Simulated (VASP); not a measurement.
# Rb (I4/mmm) in VASP: a series of runs

The runs below take Rb through single point, with LDA.

All numbers are computed with VASP 6.6.1; they aren't measurements. Logs are shortened: lines on timing, memory, paths and dates and some standing lists are left out, and cuts for length are marked.

## 1. The cell of the first run

It takes space group I4/mmm (No. 139, tetragonal). The conventional cell has a = 4.910 Å, b = 4.910 Å, c = 6.143 Å, α = 90.00°, β = 90.00°, γ = 90.00°.

## 2. Single point, LDA (74.04 Å³/atom)

INCAR

```
SYSTEM = Rb
ALGO     = Fast           ! electronic algorithm
EDIFF    = 1E-7           ! SCF threshold, eV
ENCUT    = 520            ! plane-wave cutoff, eV
ISIF     = 2              ! what is computed and relaxed
ISMEAR   = 0              ! smearing method
LASPH    = .TRUE.         ! aspherical terms in the spheres
LCHARG   = .FALSE.        ! write CHGCAR
LREAL    = .FALSE.        ! projectors in reciprocal space
LWAVE    = .FALSE.        ! write WAVECAR
NBANDS   = 10             ! bands
NELM     = 60             ! most SCF steps
PREC     = Accurate       ! precision mode
SIGMA    = 0.15           ! smearing width, eV
```

KPOINTS

```
k-points
0
G
  14 14 14
  0 0 0
```

POSCAR

```
Rb
1.0
   -2.4548047028      2.4548047028      3.0716971246
    2.4548047028     -2.4548047028      3.0716971246
    2.4548047028      2.4548047028     -3.0716971246
Rb
1
Direct
    0.0000000000      0.0000000000      0.0000000000
```

Potentials or basis: VASP PAW LDA potentials, release 64 (Rb_sv).

Started as:

```console
cat potpaw_LDA.64/Rb_sv/POTCAR > POTCAR
mpirun -np 1 vasp_std > vasp.out
```

OUTCAR:

```text
SYSTEM = Rb
   EDIFF = 1E-7
   ENCUT = 520
   ISIF = 2
   ISMEAR = 0
   LASPH = .TRUE.
   LREAL = .FALSE.
   NELM = 60
   PREC = Accurate

 ion  position               nearest neighbor table
   1  0.000  0.000  0.000-

  LATTYP: Found a body centered tetragonal cell.
 ALAT       =     4.9096094056
 C/A-ratio  =     1.2513000000

  Lattice vectors:

 A1 = (  -2.4548047028,   2.4548047028,   3.0716971246)
 A2 = (   2.4548047028,  -2.4548047028,   3.0716971246)
 A3 = (   2.4548047028,   2.4548047028,  -3.0716971246)

Analysis of symmetry for initial positions (statically):
=====================================================================
 Subroutine PRICEL returns:
 Original cell was already a primitive cell.

 Routine SETGRP: Setting up the symmetry group for a
 body centered tetragonal supercell.

 Subroutine GETGRP returns: Found 16 space group operations
 (whereof 16 operations were pure point group operations)
 out of a pool of 16 trial point group operations.

The static configuration has the point symmetry D_4h.

Analysis of symmetry for dynamics (positions and initial velocities):
=====================================================================
 Subroutine PRICEL returns:
 Original cell was already a primitive cell.

 Routine SETGRP: Setting up the symmetry group for a
 body centered tetragonal supercell.

 Subroutine GETGRP returns: Found 16 space group operations
 (whereof 16 operations were pure point group operations)
 out of a pool of 16 trial point group operations.

The dynamic configuration has the point symmetry D_4h.

 Subroutine INISYM returns: Found 16 space group operations
 (whereof 16 operations are pure point group operations),
 and found     1 'primitive' translations

----------------------------------------------------------------------------------------

                                     Primitive cell

  volume of cell :      74.0410

  direct lattice vectors                    reciprocal lattice vectors
    -2.454804703  2.454804703  3.071697125     0.000000000  0.203682191  0.162776465
     2.454804703 -2.454804703  3.071697125     0.203682191  0.000000000  0.162776465
     2.454804703  2.454804703 -3.071697125     0.203682191  0.203682191  0.000000000

  length of vectors
     4.635456340  4.635456340  4.635456340     0.260734755  0.260734755  0.288050117

  position of ions in fractional coordinates (direct lattice)
     0.000000000  0.000000000  0.000000000
[... 75 lines left out ...]
   NELM   =     60;   NELMIN=  2; NELMDL= -5     # of ELM steps
   EDIFF  = 0.1E-06   stopping-criterion for ELM
   LREAL  =      F    real-space projection
   EDIFFG = 0.1E-05   stopping-criterion for IOM
   NSW    =      0    number of steps for IOM
   IBRION =     -1    ionic relax: 0-MD 1-quasi-New 2-CG
   NFREE  =      0    steps in history (QN), initial steepest desc. (CG)
   ISIF   =      2    stress and relaxation
   ISYM   =      2    0-nonsym 1-usesym 2-fastsym
   POTIM  = 0.5000    time-step for ionic-motion
   TEBEG  =    0.0;   TEEND  =   0.0 temperature during run
   PSTRESS=    0.0 pullay stress
   NELECT =       9.0000    total number of electrons
   NUPDOWN=      -1.0000    fix difference up-down
   EMIN   =  10.00;   EMAX   =-10.00  energy-range for DOS
   EFERMI =   0.00;   METHOD = LEGACY
   ISMEAR =     0;   SIGMA  =   0.15  broadening in eV -4-tet -1-fermi 0-gaus
   EFERMI_NEDOS =   21; number of points for ismear=-14 and -15
   IALGO  =     68    algorithm
   IMIX   =      4    mixing-type and parameters
     AMIX     =   0.40;   BMIX     =  1.00
     AMIX_MAG =   1.60;   BMIX_MAG =  1.00
  volume/ion in A,a.u.               =      74.04       499.65
  Fermi-wavevector in a.u.,A,eV,Ry     =   0.810958  1.532488  8.947906  0.657653
  Thomas-Fermi vector in A             =   1.920229
   LORBIT       =      0    0 simple, 1 ext, 2 COOP (PROOUT), +10 PAW based schemes
   GGA     = CA    functional components
   LHFCALC =     F    Hartree Fock is set to
   AEXX    =    0.0000 exact exchange contribution
   IVDW    =     0    specifies the selected vdW correction
   LEPSILON=     F    determine dielectric tensor
   LRPA    =     F    only Hartree local field effects (RPA)
 non-spin polarized calculation
 RMM-DIIS sequential band-by-band and
 Gauss-broadening in eV      SIGMA  =   0.15
  energy-cutoff  :      520.00
  volume of cell :       74.04
 maximum number of plane-waves:      2023
   NGX = 17   NGY = 17   NGZ = 17

 number of electron       9.0000000 magnetization

 Free energy of the ion-electron system (eV)
  ---------------------------------------------------
  ext. energy  EPLUGINS =         0.00000000
  ---------------------------------------------------
  free energy    TOTEN  =        -1.06301565 eV

  energy without entropy =       -1.05318675  energy(sigma->0) =       -1.05810120

 E-fermi :   0.2835     XC(G=0):  -6.2293

 val. band max:        0.2686948310   @ k =   0.4286   0.0714  -0.0000
 cond. band min:       0.3001871907   @ k =  -0.1429  -0.4286   0.0714
 fundamental gap:      0.0314923597
 Fermi energy:         0.2835384505

 k-point     1 :       0.0000    0.0000    0.0000
  band No.  band energies     occupation
      1     -28.4151      2.00000
      2     -12.4862      2.00000
      3     -12.4862      2.00000
      4     -12.4830      2.00000
      5      -1.9875      2.00000
      6       3.8573      0.00000
      7       3.8573      0.00000
      8       4.3349      0.00000
      9       4.9632      0.00000
     10       5.7696      0.00000
[... 287 lines left out ...]
 k-point    24 :       0.2857    0.1429   -0.0000
  band No.  band energies     occupation
      1     -28.4057      2.00000
      2     -12.6368      2.00000
      3     -12.5386      2.00000
      4     -12.4971      2.00000
      5      -0.3600      2.00000
      6       2.0831      0.00000
      7       3.0979      0.00000
      8       4.3765      0.00000
      9       5.2365      0.00000
     10       6.2320      0.00000

 [... further k-points ...]
[... 5 lines left out ...]
  --------------------------------------------------------------------------------------
  -------------------------------------------------------------------------------------
  Total        0.0830260      0.0830260      0.1009687      0.0000000      0.0000000      0.0000000
  in kB        1.7966042      1.7966042      2.1848682      0.0000000      0.0000000      0.0000000
  external PRESSURE =       1.9260255 kB  Pullay stress =       0.0000000 kB

 VOLUME and BASIS-vectors are now :
 -----------------------------------------------------------------------------
  energy-cutoff  :      520.00
  volume of cell :       74.04
      direct lattice vectors                 reciprocal lattice vectors
    -2.454804703  2.454804703  3.071697125     0.000000000  0.203682191  0.162776465
     2.454804703 -2.454804703  3.071697125     0.203682191  0.000000000  0.162776465
     2.454804703  2.454804703 -3.071697125     0.203682191  0.203682191  0.000000000

 POSITION                                       TOTAL-FORCE (eV/Angst)
 -----------------------------------------------------------------------------------
      0.00000      0.00000      0.00000        -0.000000      0.000000     -0.000000
 -----------------------------------------------------------------------------------
    total drift:                               -0.000000      0.000000      0.000000

  FREE ENERGIE OF THE ION-ELECTRON SYSTEM (eV)
  ---------------------------------------------------
  free  energy   TOTEN  =        -1.0630156539 eV

  energy  without entropy=       -1.0531867509  energy(sigma->0) =       -1.05810120
```

OSZICAR:

```text
N       E                     dE             d eps       ncg     rms          rms(c)
DAV:   1     0.397457520559E+02    0.39746E+02   -0.34942E+03  4880   0.680E+02
DAV:   2     0.134922465909E+01   -0.38397E+02   -0.37434E+02  5438   0.127E+02
DAV:   3    -0.971911295654E+00   -0.23211E+01   -0.23132E+01  6572   0.306E+01
DAV:   4    -0.106340442920E+01   -0.91493E-01   -0.91012E-01  6748   0.518E+00
DAV:   5    -0.106522067130E+01   -0.18162E-02   -0.18157E-02  6634   0.651E-01    0.158E+00
RMM:   6    -0.106346765165E+01    0.17530E-02   -0.19326E-03  6213   0.254E-01    0.973E-01
RMM:   7    -0.106300676496E+01    0.46089E-03   -0.39129E-03  6462   0.341E-01    0.569E-02
RMM:   8    -0.106300684505E+01   -0.80093E-07   -0.38069E-04  7378   0.116E-01    0.107E-02
RMM:   9    -0.106301402191E+01   -0.71769E-05   -0.78996E-05  8219   0.432E-02    0.931E-03
RMM:  10    -0.106301518930E+01   -0.11674E-05   -0.14316E-05  8321   0.203E-02    0.444E-03
RMM:  11    -0.106301546814E+01   -0.27884E-06   -0.37859E-06  8639   0.931E-03    0.208E-03
RMM:  12    -0.106301559877E+01   -0.13063E-06   -0.12759E-06  7640   0.556E-03    0.103E-03
RMM:  13    -0.106301565392E+01   -0.55152E-07   -0.47133E-07  6937   0.320E-03
   1 F= -.10630157E+01 E0= -.10581012E+01  d E =-.982890E-02
```

stdout:

```text
POSCAR found type information on POSCAR Rb
 POSCAR found :  1 types and       1 ions
 scaLAPACK will be used
 LDA part: xc-table for (Slater(with rela. corr.)+CA(PZ))
 , standard interpolation
 POSCAR, INCAR and KPOINTS ok, starting setup
 FFT: planning ... GRIDC
 FFT: planning ... GRID_SOFT
 FFT: planning ... GRID
 WAVECAR not read
 entering main loop
WARNING in EDDRMM: call to ZHEGV failed, returncode =   8  4      5
WARNING in EDDRMM: call to ZHEGV failed, returncode =   8  4      5
WARNING in EDDRMM: call to ZHEGV failed, returncode =   6  3      5
WARNING in EDDRMM: call to ZHEGV failed, returncode =   6  3      7
WARNING in EDDRMM: call to ZHEGV failed, returncode =   6  3      8
WARNING in EDDRMM: call to ZHEGV failed, returncode =   6  3      8
WARNING in EDDRMM: call to ZHEGV failed, returncode =   6  3      6
WARNING in EDDRMM: call to ZHEGV failed, returncode =   6  3      6
WARNING in EDDRMM: call to ZHEGV failed, returncode =   8  4      6
```

It took 87 s on 1 thread of Intel Xeon Platinum 8488C (Sapphire Rapids), shared host; peak memory 0.29 GiB.

What came out:

| Item | Value |
| --- | --- |
| Free energy | -1.0630 eV |
| Pressure | 0.2 GPa |
| Band gap on the k mesh | zero (an odd number of electrons rules out a gap without spin polarisation) |

## 3. Single point, LDA (78.21 Å³/atom)

This run uses another cell than the first one, of 78.21 Å³/atom.

INCAR

```
SYSTEM = Rb
  PREC = Accurate
  ENCUT = 520
  EDIFF = 1E-6
  ISMEAR = 0
  SIGMA = 0.15
  LREAL = .FALSE.
  LASPH = .TRUE.
  NELM = 80
  ALGO = Fast
  ISIF = 2
  LWAVE = .FALSE.
  LCHARG = .FALSE.
  GGA = CA
  NBANDS = 10
```

KPOINTS

```
Automatic mesh
0
G
  14 14 14
  0 0 0
```

POSCAR

```
Rb
1.0
   -2.8316338338      2.8316338338      2.4386030577
    2.8316338338     -2.8316338338      2.4386030577
    2.8316338338      2.8316338338     -2.4386030577
Rb
1
Direct
    0.0000000000      0.0000000000      0.0000000000
```

Potentials or basis: VASP PAW LDA potentials, release 64 (Rb_sv).

Started as:

```console
cat potpaw_LDA.64/Rb_sv/POTCAR > POTCAR
mpirun -np 1 vasp_std > vasp.out
```

Run time: 70 s. Hardware: 1 thread of Intel Xeon Platinum 8488C (Sapphire Rapids), shared host; peak memory 0.3 GiB.

Results (log left out):

| Quantity | Value |
| --- | --- |
| Free energy | -1.0615 eV |
| Pressure | 0.0 GPa |
| Band gap on the k mesh | zero (an odd number of electrons rules out a gap without spin polarisation) |

Stress tensor (GPa, compression positive):
```
-0.07  0.00  0.00
 0.00 -0.07  0.00
 0.00  0.00  0.12
```

Levels at points of the mesh, in eV from the Fermi level:
```tsv
k point	band 2	band 3	band 4	band 5	band 6	band 7	band 8	band 9
(0.00, 0.00, 0.00)	-12.80	-12.80	-12.80	-2.19	3.19	4.09	4.09	4.19
(0.50, 0.00, 0.00)	-12.97	-12.86	-12.82	0.27	1.13	2.30	4.51	5.47
(0.50, 0.50, 0.00)	-12.97	-12.84	-12.80	-0.02	0.73	3.21	4.01	5.03
(0.50, 0.50, 0.50)	-12.93	-12.93	-12.88	0.97	1.31	3.16	3.16	4.81
```
